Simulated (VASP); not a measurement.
A run of VASP 6.6.1:

File POSCAR:

```
Au
1.0
    0.0000000000      2.0856442657      2.0856442657
    2.0856442657      0.0000000000      2.0856442657
    2.0856442657      2.0856442657      0.0000000000
Au
1
Direct
    0.0000000000      0.0000000000      0.0000000000
```

The input INCAR.step1:

```
SYSTEM = Au
  PREC = Accurate
  ENCUT = 520
  EDIFF = 1E-6
  ISMEAR = -1
  SIGMA = 0.03
  LREAL = .False.
  LASPH = .True.
  NELM = 100
  ALGO = Normal
  ISIF = 2
  LWAVE = .False.
  LCHARG = .True.
  LMAXMIX = 4
  NBANDS = 12
```

Contents of KPOINTS.step1:

```
Automatic mesh
0
Gamma
  15 15 15
  0 0 0
```

INCAR.step2

```
SYSTEM = Au
  PREC = Accurate
  ENCUT = 520
  EDIFF = 1E-6
  ISMEAR = -5
  SIGMA = 0.03
  LREAL = .False.
  LASPH = .True.
  NELM = 100
  ALGO = Normal
  ISIF = 2
  LWAVE = .False.
  LCHARG = .False.
  LMAXMIX = 4
  LORBIT = 11
  NEDOS = 2001
  ICHARG = 11
```

The input KPOINTS.step2:

```
Automatic mesh
0
Gamma
  23 23 23
  0 0 0
```

Potentials or basis: VASP PAW LDA potentials, release 64 (Au).

Command:

```console
$ cat potpaw_LDA.64/Au/POTCAR > POTCAR
$ cp INCAR.step1 INCAR
$ cp KPOINTS.step1 KPOINTS
$ mpirun -np 1 vasp_std > vasp.out
$ cp INCAR.step2 INCAR
$ cp KPOINTS.step2 KPOINTS
$ mpirun -np 1 vasp_std > vasp.out
```

Hardware: 1 thread of Intel(R) Xeon(R) 6975P-C (Granite Rapids), on a shared host.

Problem. How long does it take, and how much memory?

Solution. Wall time 16 s on 1 thread of Intel(R) Xeon(R) 6975P-C (Granite Rapids), with other jobs on the host, peak memory 0.18 GiB. Counts: k points 364.
